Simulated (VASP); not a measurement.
# Y (Im-3m) in VASP: further runs

Y is run at these levels: r2SCAN; tasks: single point.

All numbers are computed with VASP 6.6.1; they aren't measurements. Logs are shortened: lines on timing, memory, paths and dates and some standing lists are left out, and cuts for length are marked.

## 1. The cell of the first run

It takes space group Im-3m (No. 229, cubic). Conventional cell: a = 4.056 Å, b = 4.056 Å, c = 4.056 Å, α = 90.00°, β = 90.00°, γ = 90.00°. Within 4.6 Å of Y (site symmetry m-3m) lie 14 Y at 3.51 to 4.06 Å.

## 2. Single point, r2SCAN

File POSCAR:

```
Y
1.0
   -2.0281335872      2.0281335872      2.0281335872
    2.0281335872     -2.0281335872      2.0281335872
    2.0281335872      2.0281335872     -2.0281335872
Y
1
Direct
    0.0000000000      0.0000000000      0.0000000000
```

File INCAR.step1:

```
SYSTEM = Y
ALGO = Normal
EDIFF = 1E-4
ENCUT = 520
GGA = PE
ISMEAR = -1
LASPH = .True.
LCHARG = .False.
LREAL = .False.
LWAVE = .True.
NBANDS = 12
NELM = 80
PREC = Accurate
SIGMA = 0.1
```

File INCAR.step2:

```
SYSTEM = Y
ALGO = Normal
EDIFF = 1E-6
ENCUT = 520
ISIF = 2
ISMEAR = -1
ISTART = 1
LASPH = .True.
LCHARG = .False.
LMIXTAU = .True.
LREAL = .False.
LWAVE = .False.
METAGGA = R2SCAN
NBANDS = 12
NELM = 80
PREC = Accurate
SIGMA = 0.1
```

File KPOINTS:

```
k-points
0
Gamma
  9 9 9
  0 0 0
```

Potentials or basis: VASP PAW PBE potentials, release 64 (Y_sv).

Run with:

```
cat potpaw_PBE.64/Y_sv/POTCAR > POTCAR
cp INCAR.step1 INCAR
mpirun -np 1 vasp_std > vasp.out
cp INCAR.step2 INCAR
mpirun -np 1 vasp_std > vasp.out
```

OUTCAR:

```text
SYSTEM = Y
   EDIFF = 1E-6
   ENCUT = 520
   ISIF = 2
   ISMEAR = -1
   ISTART = 1
   LASPH = .True.
   LREAL = .False.
   METAGGA = R2SCAN
   NELM = 80
   PREC = Accurate

 ion  position               nearest neighbor table
   1  0.000  0.000  0.000-

  LATTYP: Found a body centered cubic cell.
 ALAT       =     4.0562671744

  Lattice vectors:

 A1 = (  -2.0281335872,   2.0281335872,   2.0281335872)
 A2 = (   2.0281335872,  -2.0281335872,   2.0281335872)
 A3 = (   2.0281335872,   2.0281335872,  -2.0281335872)

Analysis of symmetry for initial positions (statically):
=====================================================================
 Subroutine PRICEL returns:
 Original cell was already a primitive cell.

 Routine SETGRP: Setting up the symmetry group for a
 body centered cubic supercell.

 Subroutine GETGRP returns: Found 48 space group operations
[... 9 lines left out ...]

 Routine SETGRP: Setting up the symmetry group for a
 body centered cubic supercell.

 Subroutine GETGRP returns: Found 48 space group operations
[... 11 lines left out ...]
                                     Primitive cell

  volume of cell :      33.3695

  direct lattice vectors                    reciprocal lattice vectors
    -2.028133587  2.028133587  2.028133587     0.000000000  0.246532084  0.246532084
     2.028133587 -2.028133587  2.028133587     0.246532084  0.000000000  0.246532084
     2.028133587  2.028133587 -2.028133587     0.246532084  0.246532084  0.000000000

  length of vectors
     3.512830418  3.512830418  3.512830418     0.348649017  0.348649017  0.348649017

  position of ions in fractional coordinates (direct lattice)
     0.000000000  0.000000000  0.000000000

  ion indices of the primitive-cell ions
   primitive index   ion index
                 1           1

----------------------------------------------------------------------------------------

 KPOINTS: k-points

Automatic generation of k-mesh.
 Grid dimensions read from file:
 generate k-points for:    9    9    9

 Generating k-lattice:

  Cartesian coordinates                     Fractional coordinates (reciprocal lattice)
     0.000000000  0.027392454  0.027392454     0.111111111  0.000000000  0.000000000
     0.027392454  0.000000000  0.027392454     0.000000000  0.111111111  0.000000000
     0.027392454  0.027392454  0.000000000     0.000000000  0.000000000  0.111111111

  Length of vectors
     0.038738780  0.038738780  0.038738780

  Shift w.r.t. Gamma in fractional coordinates (k-lattice)
     0.000000000  0.000000000  0.000000000

 Subroutine IBZKPT returns following result:
 ===========================================

 Found     35 irreducible k-points:

 Following reciprocal coordinates:
            Coordinates               Weight
  0.000000  0.000000  0.000000      1.000000
  0.111111  0.000000  0.000000     12.000000
  0.222222  0.000000  0.000000     12.000000
  0.333333  0.000000  0.000000     12.000000
  0.444444  0.000000  0.000000     12.000000
  0.111111  0.111111  0.000000     24.000000
[... 16 lines left out ...]
 -0.333333  0.444444  0.111111     48.000000
 -0.444444 -0.444444  0.111111     24.000000
 [... further k-points ...]
   k-points           NKPTS =     35   k-points in BZ     NKDIM =     35   number of bands    NBANDS=     12
   number of dos      NEDOS =    301   number of ions     NIONS =      1
   total plane-waves  NPLWV =  21952
   dimension x,y,z NGX =    28 NGY =   28 NGZ =   28
   dimension x,y,z NGXF=    56 NGYF=   56 NGZF=   56
   ions per type =               1
   NGX,Y,Z   is equivalent  to a cutoff of  13.25, 13.25, 13.25 a.u.
   NGXF,Y,Z  is equivalent  to a cutoff of  26.50, 26.50, 26.50 a.u.
 SYSTEM =  Y
   PREC   = accura    normal or accurate (medium, high low for compatibility)
   ISTART =      1    job   : 0-new  1-cont  2-samecut
   ICHARG =      0    charge: 1-file 2-atom 10-const
   ISPIN  =      1    spin polarized calculation?
   LNONCOLLINEAR =      F non collinear calculations
   LSORBIT =      F    spin-orbit coupling
   LASPH  =      T    aspherical Exc in radial PAW
   ENCUT  =  520.0 eV  38.22 Ry    6.18 a.u.   6.53  6.53  6.53*2*pi/ulx,y,z
   NELM   =     80;   NELMIN=  2; NELMDL=  0     # of ELM steps
   EDIFF  = 0.1E-05   stopping-criterion for ELM
   LREAL  =      F    real-space projection
   EDIFFG = 0.1E-04   stopping-criterion for IOM
   NSW    =      0    number of steps for IOM
   IBRION =     -1    ionic relax: 0-MD 1-quasi-New 2-CG
   NFREE  =      0    steps in history (QN), initial steepest desc. (CG)
   ISIF   =      2    stress and relaxation
   ISYM   =      2    0-nonsym 1-usesym 2-fastsym
   POTIM  = 0.5000    time-step for ionic-motion
   TEBEG  =    0.0;   TEEND  =   0.0 temperature during run
   PSTRESS=    0.0 pullay stress
   NELECT =      11.0000    total number of electrons
   NUPDOWN=      -1.0000    fix difference up-down
   EMIN   =  10.00;   EMAX   =-10.00  energy-range for DOS
   EFERMI =   0.00;   METHOD = LEGACY
   ISMEAR =    -1;   SIGMA  =   0.10  broadening in eV -4-tet -1-fermi 0-gaus
   EFERMI_NEDOS =   21; number of points for ismear=-14 and -15
   IALGO  =     38    algorithm
   IMIX   =      4    mixing-type and parameters
     AMIX     =   0.40;   BMIX     =  1.00
     AMIX_MAG =   1.60;   BMIX_MAG =  1.00
  volume/ion in A,a.u.               =      33.37       225.19
  Fermi-wavevector in a.u.,A,eV,Ry     =   1.130896  2.137083 17.400828  1.278925
  Thomas-Fermi vector in A             =   2.267593
   LORBIT       =      0    0 simple, 1 ext, 2 COOP (PROOUT), +10 PAW based schemes
   METAGGA = R2SCAN    functional components
   LHFCALC =     F    Hartree Fock is set to
   AEXX    =    0.0000 exact exchange contribution
   IVDW    =     0    specifies the selected vdW correction
   LEPSILON=     F    determine dielectric tensor
   LRPA    =     F    only Hartree local field effects (RPA)
 non-spin polarized calculation
  energy-cutoff  :      520.00
  volume of cell :       33.37
 maximum number of plane-waves:       935
 NGX is ok and might be reduce to    28
   NGX = 13   NGY = 13   NGZ = 13

 number of electron      11.0000000 magnetization

 Free energy of the ion-electron system (eV)
  ---------------------------------------------------
  ext. energy  EPLUGINS =         0.00000000
  ---------------------------------------------------
  free energy    TOTEN  =       -20.21005903 eV

  energy without entropy =      -20.13968893  energy(sigma->0) =      -20.17487398

 E-fermi :   3.1087     XC(G=0):  -9.9942

 val. band max:        3.0877980128   @ k =   0.3333   0.2222   0.1111
 cond. band min:       3.1664738112   @ k =   0.2222   0.2222   0.0000
 fundamental gap:      0.0786757984
 Fermi energy:         3.1086921590

 k-point     1 :       0.0000    0.0000    0.0000
  band No.  band energies     occupation
      1     -41.3188      2.00000
      2     -20.3633      2.00000
      3     -20.3633      2.00000
      4     -20.3633      2.00000
      5      -1.9073      2.00000
      6       5.0782      0.00000
      7       5.0782      0.00000
      8       5.0782      0.00000
      9       6.8989      0.00000
     10       6.8989      0.00000
     11      13.7445      0.00000
     12      13.7445      0.00000

 k-point     2 :       0.1111    0.0000    0.0000
  band No.  band energies     occupation
      1     -41.3110      2.00000
      2     -20.4295      2.00000
      3     -20.3834      2.00000
      4     -20.3637      2.00000
      5      -1.5840      2.00000
      6       4.8349      0.00000
      7       4.9176      0.00000
      8       5.3876      0.00000
      9       6.5967      0.00000
     10       6.8946      0.00000
     11      14.0132      0.00000
     12      14.3715      0.00000

 k-point     3 :       0.2222    0.0000    0.0000
  band No.  band energies     occupation
      1     -41.2911      2.00000
      2     -20.5930      2.00000
      3     -20.4339      2.00000
      4     -20.3649      2.00000
      5      -0.7099      2.00000
      6       4.2522      0.00002
      7       4.3069      0.00001
      8       6.2796      0.00000
      9       6.5288      0.00000
     10       6.9567      0.00000
     11      13.9232      0.00000
     12      14.7741      0.00000

 k-point     4 :       0.3333    0.0000    0.0000
  band No.  band energies     occupation
      1     -41.2685      2.00000
      2     -20.7724      2.00000
      3     -20.4906      2.00000
      4     -20.3662      2.00000
      5       0.3771      2.00000
      6       3.6194      0.01203
      7       3.8098      0.00180
      8       6.8023      0.00000
      9       7.1778      0.00000
     10       7.6181      0.00000
     11      12.6497      0.00000
     12      13.0017      0.00000

 k-point     5 :       0.4444    0.0000    0.0000
  band No.  band energies     occupation
      1     -41.2536      2.00000
      2     -20.8860      2.00000
      3     -20.5271      2.00000
      4     -20.3672      2.00000
      5       1.0390      2.00000
      6       3.5259      0.03036
      7       3.5960      0.01518
      8       6.9056      0.00000
      9       7.4589      0.00000
     10       8.9510      0.00000
     11      11.6025      0.00000
     12      11.6574      0.00000

 k-point     6 :       0.1111    0.1111    0.0000
  band No.  band energies     occupation
      1     -41.2971      2.00000
      2     -20.5415      2.00000
      3     -20.4068      2.00000
      4     -20.3792      2.00000
      5      -0.9802      2.00000
      6       4.4452      0.00000
      7       4.4831      0.00000
      8       6.0197      0.00000
      9       6.3069      0.00000
     10       7.0700      0.00000
     11      14.4880      0.00000
     12      14.7511      0.00000

 k-point     7 :       0.2222    0.1111    0.0000
  band No.  band energies     occupation
      1     -41.2759      2.00000
      2     -20.6986      2.00000
      3     -20.4685      2.00000
      4     -20.3865      2.00000
      5       0.0465      2.00000
      6       3.7319      0.00392
      7       3.9890      0.00030
      8       6.4027      0.00000
      9       7.1649      0.00000
     10       7.3037      0.00000
     11      13.3204      0.00000
     12      14.1829      0.00000

 k-point     8 :       0.3333    0.1111    0.0000
  band No.  band energies     occupation
      1     -41.2571      2.00000
      2     -20.8296      2.00000
      3     -20.5287      2.00000
      4     -20.3893      2.00000
      5       1.0216      2.00000
      6       3.3589      0.15138
      7       3.6275      0.01110
      8       6.7134      0.00000
      9       7.4571      0.00000
     10       8.5666      0.00000
     11      11.8488      0.00000
     12      12.6036      0.00000
[... 166 lines left out ...]
 k-point    20 :      -0.3333    0.3333    0.1111
  band No.  band energies     occupation
      1     -41.2623      2.00000
      2     -20.7600      2.00000
      3     -20.5134      2.00000
      4     -20.4131      2.00000
      5       0.6312      2.00000
      6       3.4801      0.04759
      7       4.0961      0.00010
      8       5.9845      0.00000
      9       7.5137      0.00000
     10       7.5533      0.00000
     11      12.4886      0.00000
     12      13.9982      0.00000

 k-point    21 :      -0.2222    0.3333    0.1111
  band No.  band energies     occupation
      1     -41.2644      2.00000
      2     -20.7013      2.00000
      3     -20.5186      2.00000
      4     -20.4437      2.00000
      5       0.5059      2.00000
      6       3.5666      0.02033
      7       4.4015      0.00000
      8       5.5685      0.00000
      9       7.0394      0.00000
     10       7.6186      0.00000
     11      12.8803      0.00000
     12      15.0807      0.00000

 k-point    22 :      -0.4444    0.4444    0.1111
  band No.  band energies     occupation
      1     -41.2479      2.00000
      2     -20.8672      2.00000
      3     -20.5508      2.00000
      4     -20.4117      2.00000
      5       1.3101      2.00000
      6       3.2719      0.32707
      7       3.8315      0.00145
      8       6.1436      0.00000
      9       7.7588      0.00000
     10       8.8727      0.00000
     11      11.5462      0.00000
     12      12.7906      0.00000

 k-point    23 :      -0.3333    0.4444    0.1111
  band No.  band energies     occupation
      1     -41.2468      2.00000
      2     -20.8037      2.00000
      3     -20.5861      2.00000
      4     -20.4473      2.00000
      5       1.4553      2.00000
      6       2.9867      1.54422
      7       4.0630      0.00014
      8       5.9679      0.00000
      9       7.4392      0.00000
     10       8.6070      0.00000
     11      11.8119      0.00000
     12      13.7247      0.00000

 k-point    24 :      -0.4444   -0.4444    0.1111
  band No.  band energies     occupation
      1     -41.2399      2.00000
      2     -20.8440      2.00000
      3     -20.6136      2.00000
      4     -20.4470      2.00000
      5       1.8244      1.99999
      6       2.9374      1.69440
      7       3.8128      0.00175
      8       5.9994      0.00000
      9       7.8209      0.00000
     10       9.5629      0.00000
     11      10.8802      0.00000
     12      12.8246      0.00000

 [... further k-points ...]
[... 5 lines left out ...]
  --------------------------------------------------------------------------------------
  -------------------------------------------------------------------------------------
  Total        0.1035381      0.1035381      0.1035381     -0.0000000     -0.0000000      0.0000000
  in kB        4.9711999      4.9711999      4.9711999     -0.0000000     -0.0000000      0.0000000
  external PRESSURE =       4.9711999 kB  Pullay stress =       0.0000000 kB

 VOLUME and BASIS-vectors are now :
 -----------------------------------------------------------------------------
  energy-cutoff  :      520.00
  volume of cell :       33.37
      direct lattice vectors                 reciprocal lattice vectors
    -2.028133587  2.028133587  2.028133587     0.000000000  0.246532084  0.246532084
     2.028133587 -2.028133587  2.028133587     0.246532084  0.000000000  0.246532084
     2.028133587  2.028133587 -2.028133587     0.246532084  0.246532084  0.000000000

 POSITION                                       TOTAL-FORCE (eV/Angst)
 -----------------------------------------------------------------------------------
      0.00000      0.00000      0.00000        -0.000000      0.000000      0.000000
 -----------------------------------------------------------------------------------
    total drift:                               -0.000000     -0.000000     -0.000000

  FREE ENERGIE OF THE ION-ELECTRON SYSTEM (eV)
  ---------------------------------------------------
  free  energy   TOTEN  =       -20.2100590322 eV

  energy  without entropy=      -20.1396889302  energy(sigma->0) =      -20.17487398
```

Run time: 62 s. Hardware: 1 thread of Intel Xeon Platinum 8259CL at 2.50GHz (Skylake/Cascade Lake), shared host; peak memory 0.18 GiB.

What came out:

```yaml
Free_energy: -20.2101 eV
Pressure: 0.5 GPa
```

Caveat: the PAW data sets were made with another functional, which shifts forces and pressure a little.

## 3. Single point, r2SCAN

This run uses another cell than the first one, of 33.71 Å³/atom, 1.010 times its volume.

File POSCAR:

```
Y
1.0
   -2.0349394556      2.0349394556      2.0349394556
    2.0349394556     -2.0349394556      2.0349394556
    2.0349394556      2.0349394556     -2.0349394556
Y
1
Direct
    0.0000000000      0.0000000000      0.0000000000
```

File INCAR.step1:

```
  ALGO = Normal
  EDIFF = 1E-4
  ENCUT = 520
  GGA = PE
  ISMEAR = -1
  LASPH = True
  LCHARG = False
  LREAL = False
  LWAVE = True
  NBANDS = 12
  NELM = 60
  PREC = Accurate
  SIGMA = 0.1
```

File INCAR.step2:

```
  ALGO = Normal
  EDIFF = 1E-6
  ENCUT = 520
  ISIF = 2
  ISMEAR = -1
  ISTART = 1
  LASPH = True
  LCHARG = False
  LMIXTAU = True
  LREAL = False
  LWAVE = False
  METAGGA = R2SCAN
  NBANDS = 12
  NELM = 60
  PREC = Accurate
  SIGMA = 0.1
```

File KPOINTS:

```
k-points
0
Gamma
  9 9 9
```

Potentials or basis: VASP PAW PBE potentials, release 64 (Y_sv).

Run with:

```
cat potpaw_PBE.64/Y_sv/POTCAR > POTCAR
cp INCAR.step1 INCAR
mpirun -np 1 vasp_std > vasp.out
cp INCAR.step2 INCAR
mpirun -np 1 vasp_std > vasp.out
```

Wall time 62 s (1 thread of Intel Xeon Platinum 8259CL at 2.50GHz (Skylake/Cascade Lake), shared host); peak memory 0.18 GiB.

It converged, with:

```yaml
Free_energy: -20.2107 eV
Pressure: 0.1 GPa
```

Levels at points of the mesh, in eV from the Fermi level:
| k point | band 3 | band 4 | band 5 | band 6 | band 7 | band 8 |
| --- | --- | --- | --- | --- | --- | --- |
| (0.00, 0.00, 0.00) | -23.50 | -23.50 | -5.00 | 1.96 | 1.96 | 1.96 |

Caveat: the PAW data sets were made with another functional, which shifts forces and pressure a little.

## 4. Single point, r2SCAN

This run uses another cell than the first one, of 34.04 Å³/atom, 1.020 times its volume.

File POSCAR:

```
Y
1.0
   -2.0417001015      2.0417001015      2.0417001015
    2.0417001015     -2.0417001015      2.0417001015
    2.0417001015      2.0417001015     -2.0417001015
Y
1
Direct
    0.0000000000      0.0000000000      0.0000000000
```

File INCAR.step1:

```
PREC     = Accurate       # precision mode
ENCUT    = 520            # plane-wave cutoff, eV
ISMEAR   = -1             # smearing method
SIGMA    = 0.1            # smearing width, eV
LREAL    = F              # projectors in reciprocal space
LASPH    = T              # aspherical terms in the spheres
NELM     = 60             # most SCF steps
NBANDS   = 12             # bands
GGA      = PE             # functional
ALGO     = Normal         # electronic algorithm
EDIFF    = 1E-4           # SCF threshold, eV
LWAVE    = T              # write WAVECAR
LCHARG   = F              # write CHGCAR
```

File INCAR.step2:

```
PREC     = Accurate       # precision mode
ENCUT    = 520            # plane-wave cutoff, eV
EDIFF    = 1E-6           # SCF threshold, eV
ISMEAR   = -1             # smearing method
SIGMA    = 0.1            # smearing width, eV
LREAL    = F              # projectors in reciprocal space
LASPH    = T              # aspherical terms in the spheres
NELM     = 60             # most SCF steps
ALGO     = Normal         # electronic algorithm
ISIF     = 2              # what is computed and relaxed
LWAVE    = F              # write WAVECAR
LCHARG   = F              # write CHGCAR
METAGGA  = R2SCAN         # meta-GGA
LMIXTAU  = T            
NBANDS   = 12             # bands
ISTART   = 1
```

File KPOINTS:

```
regular mesh
0
Gamma
  9 9 9
```

Run with:

```
cat potpaw_PBE.64/Y_sv/POTCAR > POTCAR
cp INCAR.step1 INCAR
mpirun -np 1 vasp_std > vasp.out
cp INCAR.step2 INCAR
mpirun -np 1 vasp_std > vasp.out
```

Wall time 65 s (1 thread of Intel Xeon Platinum 8259CL at 2.50GHz (Skylake/Cascade Lake), shared host); peak memory 0.18 GiB.

The run converged. Its results:

* Free energy: -20.2104 eV
* Pressure: -0.3 GPa

Levels at points of the mesh, in eV from the Fermi level:
```tsv
k point	band 2	band 3	band 4	band 5	band 6	band 7	band 8	band 9
(0.00, 0.00, 0.00)	-23.54	-23.54	-23.54	-4.98	1.95	1.95	1.95	3.73
```

Caveat: the PAW data sets were made with another functional, which shifts forces and pressure a little.

## 5. The runs side by side

| cell | gap on the mesh (eV) | pressure (GPa) |
| --- | --- | --- |
| a = 3.513 Å, angles 109.5°, 1 atom | none | 0.5 |
| a = 3.525 Å, angles 109.5°, 1 atom | none | 0.1 |
| a = 3.536 Å, angles 109.5°, 1 atom | none | -0.3 |

Alike in all rows: task single point; level r2SCAN; potentials or basis VASP PAW PBE potentials, release 64 (Y_sv); no spin polarisation; k mesh 9 × 9 × 9; cutoff (eV) 520; smearing fermi-dirac 0.1 eV.

Caveats: the PAW data sets were made with another functional, which shifts forces and pressure a little.

Absolute energies hang on the potentials; compare differences alone.
